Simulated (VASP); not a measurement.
# Cd (Im-3m) in VASP: notebook

The runs below take Cd through single point, relaxation of cell and atoms, with PBE.

Everything below comes from runs of VASP 6.6.1. Logs are shortened: lines on timing, memory, paths and dates and some standing lists are left out, and cuts for length are marked.

**1. The cell of the first run**

Symmetry: Im-3m, No. 229, cubic system. Conventional cell: a = 2.676 Å, b = 2.676 Å, c = 2.676 Å, α = 90.00°, β = 90.00°, γ = 90.00°. Within 3.1 Å of Cd (site symmetry m-3m) lie 14 Cd at 2.32 to 2.68 Å.

This isn't the form of Cd at room conditions, which is hcp.

**2. Single point, PBE**

INCAR

```
SYSTEM = Cd
PREC     = Accurate       ! precision mode
ENCUT    = 520            ! plane-wave cutoff, eV
EDIFF    = 1E-6           ! SCF threshold, eV
ISMEAR   = -1             ! smearing method
SIGMA    = 0.1            ! smearing width, eV
LREAL    = .FALSE.        ! projectors in reciprocal space
LASPH    = .TRUE.         ! aspherical terms in the spheres
NELM     = 60             ! most SCF steps
ALGO     = Normal         ! electronic algorithm
ISIF     = 2              ! what is computed and relaxed
LWAVE    = .FALSE.        ! write WAVECAR
LCHARG   = .TRUE.         ! write CHGCAR
GGA      = PE             ! functional
LELF     = .TRUE.         ! ELF
LVHAR    = .TRUE.       
NBANDS   = 12             ! bands
```

KPOINTS

```
regular mesh
0
G
  20 20 20
  0 0 0
```

POSCAR

```
Cd
1.0
   -1.3377840737      1.3377840737      1.3377840737
    1.3377840737     -1.3377840737      1.3377840737
    1.3377840737      1.3377840737     -1.3377840737
Cd
1
Direct
    0.0000000000      0.0000000000      0.0000000000
```

Potentials or basis: VASP PAW PBE potentials, release 64 (Cd).

Command:

```console
$ cat potpaw_PBE.64/Cd/POTCAR > POTCAR
$ mpirun -np 1 vasp_std > vasp.out
```

OUTCAR:

```text
SYSTEM = Cd
   PREC = Accurate
   ENCUT = 520
   EDIFF = 1E-6
   ISMEAR = -1
   LREAL = .FALSE.
   LASPH = .TRUE.
   NELM = 60
   ISIF = 2
   GGA = PE

 ion  position               nearest neighbor table
   1  0.000  0.000  0.000-

  LATTYP: Found a body centered cubic cell.
 ALAT       =     2.6755681474

  Lattice vectors:

 A1 = (  -1.3377840737,   1.3377840737,   1.3377840737)
 A2 = (   1.3377840737,  -1.3377840737,   1.3377840737)
 A3 = (   1.3377840737,   1.3377840737,  -1.3377840737)

Analysis of symmetry for initial positions (statically):
=====================================================================
 Subroutine PRICEL returns:
 Original cell was already a primitive cell.

 Routine SETGRP: Setting up the symmetry group for a
 body centered cubic supercell.

 Subroutine GETGRP returns: Found 48 space group operations
 (whereof 48 operations were pure point group operations)
 out of a pool of 48 trial point group operations.

The static configuration has the point symmetry O_h .

Analysis of symmetry for dynamics (positions and initial velocities):
=====================================================================
 Subroutine PRICEL returns:
 Original cell was already a primitive cell.

 Routine SETGRP: Setting up the symmetry group for a
 body centered cubic supercell.

 Subroutine GETGRP returns: Found 48 space group operations
 (whereof 48 operations were pure point group operations)
 out of a pool of 48 trial point group operations.

The dynamic configuration has the point symmetry O_h .

 Subroutine INISYM returns: Found 48 space group operations
 (whereof 48 operations are pure point group operations),
 and found     1 'primitive' translations

----------------------------------------------------------------------------------------

                                     Primitive cell

  volume of cell :       9.5767

  direct lattice vectors                    reciprocal lattice vectors
    -1.337784074  1.337784074  1.337784074     0.000000000  0.373752394  0.373752394
     1.337784074 -1.337784074  1.337784074     0.373752394  0.000000000  0.373752394
     1.337784074  1.337784074 -1.337784074     0.373752394  0.373752394  0.000000000

  length of vectors
     2.317109985  2.317109985  2.317109985     0.528565704  0.528565704  0.528565704

  position of ions in fractional coordinates (direct lattice)
     0.000000000  0.000000000  0.000000000

  ion indices of the primitive-cell ions
   primitive index   ion index
                 1           1

----------------------------------------------------------------------------------------

 KPOINTS: regular mesh

Automatic generation of k-mesh.
 Grid dimensions read from file:
 generate k-points for:   20   20   20

 Generating k-lattice:

  Cartesian coordinates                     Fractional coordinates (reciprocal lattice)
     0.000000000  0.018687620  0.018687620     0.050000000  0.000000000  0.000000000
     0.018687620  0.000000000  0.018687620     0.000000000  0.050000000  0.000000000
     0.018687620  0.018687620  0.000000000     0.000000000  0.000000000  0.050000000

  Length of vectors
     0.026428285  0.026428285  0.026428285

  Shift w.r.t. Gamma in fractional coordinates (k-lattice)
     0.000000000  0.000000000  0.000000000

 Subroutine IBZKPT returns following result:
 ===========================================

 Found    256 irreducible k-points:

 Following reciprocal coordinates:
            Coordinates               Weight
  0.000000  0.000000  0.000000      1.000000
  0.050000  0.000000  0.000000     12.000000
  0.100000  0.000000  0.000000     12.000000
  0.150000  0.000000  0.000000     12.000000
  0.200000  0.000000  0.000000     12.000000
  0.250000  0.000000  0.000000     12.000000
[... 16 lines left out ...]
  0.200000  0.100000  0.000000     48.000000
  0.250000  0.100000 -0.000000     48.000000
 [... further k-points ...]
   k-points           NKPTS =    256   k-points in BZ     NKDIM =    256   number of bands    NBANDS=     12
   number of dos      NEDOS =    301   number of ions     NIONS =      1
   total plane-waves  NPLWV =   5832
   dimension x,y,z NGX =    18 NGY =   18 NGZ =   18
   dimension x,y,z NGXF=    36 NGYF=   36 NGZF=   36
   ions per type =               1
   NGX,Y,Z   is equivalent  to a cutoff of  12.91, 12.91, 12.91 a.u.
   NGXF,Y,Z  is equivalent  to a cutoff of  25.83, 25.83, 25.83 a.u.
 SYSTEM =  Cd
   PREC   = accura    normal or accurate (medium, high low for compatibility)
   ISTART =      0    job   : 0-new  1-cont  2-samecut
   ICHARG =      2    charge: 1-file 2-atom 10-const
   ISPIN  =      1    spin polarized calculation?
   LNONCOLLINEAR =      F non collinear calculations
   LSORBIT =      F    spin-orbit coupling
   LASPH  =      T    aspherical Exc in radial PAW
   ENCUT  =  520.0 eV  38.22 Ry    6.18 a.u.   4.31  4.31  4.31*2*pi/ulx,y,z
   NELM   =     60;   NELMIN=  2; NELMDL= -5     # of ELM steps
   EDIFF  = 0.1E-05   stopping-criterion for ELM
   LREAL  =      F    real-space projection
   EDIFFG = 0.1E-04   stopping-criterion for IOM
   NSW    =      0    number of steps for IOM
   IBRION =     -1    ionic relax: 0-MD 1-quasi-New 2-CG
   NFREE  =      0    steps in history (QN), initial steepest desc. (CG)
   ISIF   =      2    stress and relaxation
   ISYM   =      2    0-nonsym 1-usesym 2-fastsym
   POTIM  = 0.5000    time-step for ionic-motion
   TEBEG  =    0.0;   TEEND  =   0.0 temperature during run
   PSTRESS=    0.0 pullay stress
   NELECT =      12.0000    total number of electrons
   NUPDOWN=      -1.0000    fix difference up-down
   EMIN   =  10.00;   EMAX   =-10.00  energy-range for DOS
   EFERMI =   0.00;   METHOD = LEGACY
   ISMEAR =    -1;   SIGMA  =   0.10  broadening in eV -4-tet -1-fermi 0-gaus
   EFERMI_NEDOS =   21; number of points for ismear=-14 and -15
   IALGO  =     38    algorithm
   IMIX   =      4    mixing-type and parameters
     AMIX     =   0.40;   BMIX     =  1.00
     AMIX_MAG =   1.60;   BMIX_MAG =  1.00
  volume/ion in A,a.u.               =       9.58        64.63
  Fermi-wavevector in a.u.,A,eV,Ry     =   1.764937  3.335247 42.382187  3.115003
  Thomas-Fermi vector in A             =   2.832817
   LORBIT       =      0    0 simple, 1 ext, 2 COOP (PROOUT), +10 PAW based schemes
   GGA     = PE    functional components
[... 5 lines left out ...]
 non-spin polarized calculation
  energy-cutoff  :      520.00
  volume of cell :        9.58
 maximum number of plane-waves:       268
 NGX is ok and might be reduce to    18
   NGX =  9   NGY =  9   NGZ =  9

 number of electron      12.0000006 magnetization

 Free energy of the ion-electron system (eV)
  ---------------------------------------------------
  ext. energy  EPLUGINS =         0.00000000
  ---------------------------------------------------
  free energy    TOTEN  =         6.68311031 eV

  energy without entropy =        6.68963787  energy(sigma->0) =        6.68637409

 E-fermi :  15.4755     XC(G=0): -16.0979

 val. band max:       15.2543695925   @ k =  -0.4500   0.5000   0.3500
 cond. band min:      15.4976877619   @ k =   0.3500   0.3000   0.0000
 fundamental gap:      0.2433181695
 Fermi energy:        15.4755470218

 k-point     1 :       0.0000    0.0000    0.0000
  band No.  band energies     occupation
      1      -5.0558      2.00000
      2      -1.6692      2.00000
      3      -1.6692      2.00000
      4      -1.6692      2.00000
      5       1.2030      2.00000
      6       1.2030      2.00000
      7      31.0894      0.00000
      8      31.0894      0.00000
      9      31.0894      0.00000
     10      40.7266      0.00000
     11      40.7266      0.00000
     12      45.3421      0.00000

 k-point     2 :       0.0500    0.0000    0.0000
  band No.  band energies     occupation
      1      -4.9226      2.00000
      2      -1.7158      2.00000
      3      -1.6624      2.00000
      4      -1.5659      2.00000
      5       1.1472      2.00000
      6       1.2070      2.00000
      7      30.9309      0.00000
      8      31.0895      0.00000
      9      31.2272      0.00000
     10      39.9891      0.00000
     11      40.7932      0.00000
     12      44.3684      0.00000

 k-point     3 :       0.1000    0.0000    0.0000
  band No.  band energies     occupation
      1      -4.5463      2.00000
      2      -1.8492      2.00000
      3      -1.6347      2.00000
      4      -1.2611      2.00000
      5       1.0069      2.00000
      6       1.2198      2.00000
      7      30.3823      0.00000
      8      30.9976      0.00000
      9      31.6251      0.00000
     10      38.8226      0.00000
     11      40.6291      0.00000
     12      42.4846      0.00000
[... 286 lines left out ...]
 k-point    23 :       0.2000    0.1000    0.0000
  band No.  band energies     occupation
      1      -3.2670      2.00000
      2      -2.4549      2.00000
      3      -1.1232      2.00000
      4       0.5940      2.00000
      5       1.2732      2.00000
      6       1.8330      2.00000
      7      25.4958      0.00000
      8      27.7091      0.00000
      9      33.0717      0.00000
     10      34.2124      0.00000
     11      39.3894      0.00000
     12      41.6686      0.00000

 k-point    24 :       0.2500    0.1000   -0.0000
  band No.  band energies     occupation
      1      -3.4918      2.00000
      2      -2.7219      2.00000
      3      -0.2814      2.00000
      4       0.6895      2.00000
      5       1.5222      2.00000
      6       2.9557      2.00000
      7      23.0673      0.00000
      8      26.6579      0.00000
      9      31.7206      0.00000
     10      34.7501      0.00000
     11      40.3950      0.00000
     12      41.3884      0.00000

 [... further k-points ...]

------------------------ aborting loop because EDIFF is reached ----------------------------------------

  FORCE on cell =-STRESS in cart. coord.  units (eV):
  Direction    XX          YY          ZZ          XY          YZ          ZX
  --------------------------------------------------------------------------------------
  -------------------------------------------------------------------------------------
  Total       26.3795910     26.3795910     26.3795910      0.0000000     -0.0000000     -0.0000000
  in kB     4413.2708800   4413.2708800   4413.2708800      0.0000000     -0.0000000     -0.0000000
  external PRESSURE =    4413.2708800 kB  Pullay stress =       0.0000000 kB

 VOLUME and BASIS-vectors are now :
 -----------------------------------------------------------------------------
  energy-cutoff  :      520.00
  volume of cell :        9.58
      direct lattice vectors                 reciprocal lattice vectors
    -1.337784074  1.337784074  1.337784074     0.000000000  0.373752394  0.373752394
     1.337784074 -1.337784074  1.337784074     0.373752394  0.000000000  0.373752394
     1.337784074  1.337784074 -1.337784074     0.373752394  0.373752394  0.000000000

 POSITION                                       TOTAL-FORCE (eV/Angst)
 -----------------------------------------------------------------------------------
      0.00000      0.00000      0.00000         0.000000     -0.000000      0.000000
 -----------------------------------------------------------------------------------
    total drift:                                0.000000     -0.000000      0.000000

  FREE ENERGIE OF THE ION-ELECTRON SYSTEM (eV)
  ---------------------------------------------------
  free  energy   TOTEN  =         6.6831103121 eV

  energy  without entropy=        6.6896378744  energy(sigma->0) =        6.68637409
```

It took 14 s on 1 thread of AMD EPYC 9R45 (Zen 5), shared host; peak memory 0.11 GiB.

Results:

```
Free energy            : 6.6831 eV
Pressure               : 441.3 GPa
Band gap on the k mesh : zero (bands 6 and 7 overlap by 2.55 eV)
```

Levels at points of the mesh, in eV from the Fermi level:
| k point | band 4 | band 5 | band 6 | band 7 | band 8 | band 9 |
| --- | --- | --- | --- | --- | --- | --- |
| (0.00, 0.00, 0.00) | -17.14 | -14.27 | -14.27 | 15.61 | 15.61 | 15.61 |
| (0.50, 0.00, 0.00) | -13.93 | -11.95 | -9.14 | 0.09 | 9.51 | 14.29 |
| (0.50, 0.50, 0.50) | -12.52 | -12.52 | 1.87 | 1.87 | 1.87 | 11.75 |

Caveat: the cell stands under pressure.

**3. Relaxation of cell and atoms, PBE, target pressure 420 GPa, at which the enthalpy is minimised**

This run uses another cell than the first one, of 9.55 Å³/atom.

INCAR

```
ALGO = Normal
EDIFF = 1E-6
EDIFFG = -0.005
ENCUT = 600
GGA = PE
IBRION = 2
ISIF = 3
ISMEAR = -1
LASPH = True
LCHARG = False
LREAL = False
LWAVE = False
NELM = 60
NSW = 60
PREC = Accurate
PSTRESS = 4200.0
SIGMA = 0.1
```

KPOINTS

```
k-points
0
Gamma
  20 20 20
```

POSCAR

```
Cd
1.0
   -1.3363528953      1.3363528953      1.3363528953
    1.3363528953     -1.3363528953      1.3363528953
    1.3363528953      1.3363528953     -1.3363528953
Cd
1
Direct
    0.0000000000      0.0000000000      0.0000000000
```

Potentials or basis: VASP PAW PBE potentials, release 64 (Cd).

Command:

```console
$ cat potpaw_PBE.64/Cd/POTCAR > POTCAR
$ mpirun -np 1 vasp_std > vasp.out
```

Wall time 40 s (1 thread of AMD EPYC 9R45 (Zen 5), shared host); peak memory 0.12 GiB.

It converged, with:

| Item | Value |
| --- | --- |
| Free energy | 6.3570 eV |
| Relaxed volume | 9.70 Å³/atom |
| Relaxed cell | a = 2.327 Å, b = 2.327 Å, c = 2.327 Å, α = 109.47°, β = 109.47°, γ = 109.47° |
| Space group after relaxing (to 0.1 Å) | Im-3m (No. 229) |
| Energy change on relaxing (the run minimises the enthalpy) | -410.9 meV/atom |
| Ionic steps | 7 |
| Pressure after relaxing | 420.0 GPa |
| Band gap on the k mesh | zero (bands 6 and 7 overlap by 2.57 eV) |

Step by step:
| step | energy change (eV) | largest force (eV/Å) | pressure (GPa) | volume (Å³) |
| --- | --- | --- | --- | --- |
| 1 | 0.0000 | 0.0000 | 446.56 | 9.55 |
| 2 | -4.3034 | 0.0000 | 182.52 | 11.90 |
| 3 | -0.4656 | 0.0000 | 416.47 | 9.72 |
| 4 | -0.4115 | 0.0000 | 419.90 | 9.70 |
| 5 | -0.4035 | 0.0000 | 420.52 | 9.70 |
| 6 | -0.4054 | 0.0000 | 420.40 | 9.70 |
| 7 | -0.4109 | 0.0000 | 419.99 | 9.70 |

Final structure:
```
Cd
1.0
    -1.34341    1.34341    1.34341
     1.34341   -1.34341    1.34341
     1.34341    1.34341   -1.34341
Cd
1
Direct
  0.00000 0.00000 0.00000
```

Levels at points of the mesh, in eV from the Fermi level:
| k point | band 3 | band 4 | band 5 | band 6 | band 7 | band 8 | band 9 | band 10 |
| --- | --- | --- | --- | --- | --- | --- | --- | --- |
| (0.00, 0.00, 0.00) | -16.93 | -16.93 | -14.11 | -14.11 | 15.68 | 15.68 | 15.68 | 25.17 |
| (0.50, 0.00, 0.00) | -14.16 | -13.78 | -11.84 | -8.98 | 0.07 | 9.59 | 14.22 | 20.61 |
| (0.50, 0.50, 0.50) | -12.40 | -12.40 | -12.40 | 1.92 | 1.92 | 1.92 | 11.68 | 11.68 |

Caveat: the cell is relaxed towards a set pressure, so the run minimises the enthalpy, not the energy.

**4. Relaxation of cell and atoms, PBE, target pressure 420 GPa, at which the enthalpy is minimised**

INCAR

```
PREC = Accurate
ENCUT = 600
EDIFF = 1E-6
ISMEAR = -1
SIGMA = 0.1
LREAL = F
LASPH = T
NELM = 100
ALGO = Normal
ISIF = 3
LWAVE = F
LCHARG = F
GGA = PE
IBRION = 2
NSW = 32
EDIFFG = -0.005
PSTRESS = 4200.0
```

KPOINTS

```
regular mesh
0
Gamma
  20 20 20
```

POSCAR

```
Cd
1.0
   -1.3377840737      1.3377840737      1.3377840737
    1.3377840737     -1.3377840737      1.3377840737
    1.3377840737      1.3377840737     -1.3377840737
Cd
1
Direct
    0.0000000000      0.0000000000      0.0000000000
```

Command:

```console
$ cat potpaw_PBE.64/Cd/POTCAR > POTCAR
$ mpirun -np 1 vasp_std > vasp.out
```

Run time: 39 s. Hardware: 1 thread of AMD EPYC 9R45 (Zen 5), shared host; peak memory 0.13 GiB.

It converged, with:

```
Free energy                                                : 6.3571 eV
Relaxed volume                                             : 9.70 Å³/atom
Relaxed cell                                               : a = 2.327 Å, b = 2.327 Å, c = 2.327 Å, α = 109.47°, β = 109.47°, γ = 109.47°
Space group after relaxing (to 0.1 Å)                      : Im-3m (No. 229)
Energy change on relaxing (the run minimises the enthalpy) : -325.8 meV/atom
Ionic steps                                                : 4
Pressure after relaxing                                    : 420.0 GPa
Band gap on the k mesh                                     : zero (bands 6 and 7 overlap by 2.57 eV)
```

The path:
```tsv
step	energy change (eV)	largest force (eV/Å)	pressure (GPa)	volume (Å³)
1	0.0000	0.0000	441.03	9.58
2	-3.6255	0.0000	216.98	11.43
3	-0.3598	0.0000	417.79	9.71
4	-0.3258	0.0000	419.96	9.70
```

Final structure:
```yaml
crystal:
  lattice:
    - [-1.34341, 1.34341, 1.34341]
    - [1.34341, -1.34341, 1.34341]
    - [1.34341, 1.34341, -1.34341]
  atoms:
    - { symbol: Cd, position: [0.00000, 0.00000, 0.00000] }
```

Levels at points of the mesh, in eV from the Fermi level:
```
           k point  band 2  band 3  band 4  band 5  band 6  band 7  band 8  band 9  band 10
(0.00, 0.00, 0.00)  -16.93  -16.93  -16.93  -14.11  -14.11   15.68   15.68   15.68    25.17
(0.50, 0.00, 0.00)  -18.60  -14.16  -13.78  -11.84   -8.98    0.07    9.59   14.22    20.61
(0.50, 0.50, 0.50)  -20.04  -12.40  -12.40  -12.40    1.92    1.92    1.92   11.68    11.68
```

Caveat: the cell is relaxed towards a set pressure, so the run minimises the enthalpy, not the energy.

**5. Overview**

```tsv
task	cell	cutoff (eV)	gap on the mesh (eV)	pressure (GPa)
single point	a = 2.317 Å, angles 109.5°, 1 atom	520	none	441.3
relaxation of cell and atoms	relaxed to 420 GPa from a = 2.315 Å, angles 109.5°, 1 atom	600	none	420.0
relaxation of cell and atoms	relaxed to 420 GPa from a = 2.317 Å, angles 109.5°, 1 atom	600	none	420.0
```

Alike in all rows: level PBE; potentials or basis VASP PAW PBE potentials, release 64 (Cd); no spin polarisation; k mesh 20 × 20 × 20; smearing fermi-dirac 0.1 eV.

Caveats: the cell is relaxed towards a set pressure, so the run minimises the enthalpy, not the energy (at least some runs); the cell stands under pressure (at least some runs).

Absolute energies hang on the potentials; compare differences alone.

The gap in the log of VASP goes by the Fermi energy; the results here count the filled bands.